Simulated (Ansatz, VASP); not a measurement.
## LiTlS2: VASP beside Ansatz

```
CELL_PARAMETERS angstrom
4.02474 0.00000 0.00000
0.00000 4.02474 0.00000
0.00000 0.00000 5.63903
ATOMIC_POSITIONS crystal
Li 0.00000 0.00000 0.00000
S 0.00000 0.50000 0.22960
S 0.50000 0.00000 0.77040
Tl 0.50000 0.50000 0.50000
```

Alike in both runs: task single point; functional PBE; k mesh 6 × 6 × 4; no spin polarisation.

|  | VASP | Ansatz |
| --- | --- | --- |
| version | VASP 6.6.1 | Ansatz 0.2.0 |
| potentials or method | VASP PAW PBE potentials, release 64 (Li_sv, S, Tl_d) | plane waves, PAW |
| plane-wave cutoff (eV) | 520 | 420 |
| occupations | gaussian, width 0.01 eV | fixed |
| valence electrons in the cell | 28 | 28 |

```tsv
	VASP	Ansatz	Ansatz less VASP
gap on the k mesh at the Fermi level (eV)	1.00	1.00	-0.006
rms of the force components (eV/Å)	0.118	0.123	+0.0049
```

Spin-orbit coupling is off throughout. Noted on VASP's run: the cutoff is short for stress, so the pressure is rough.
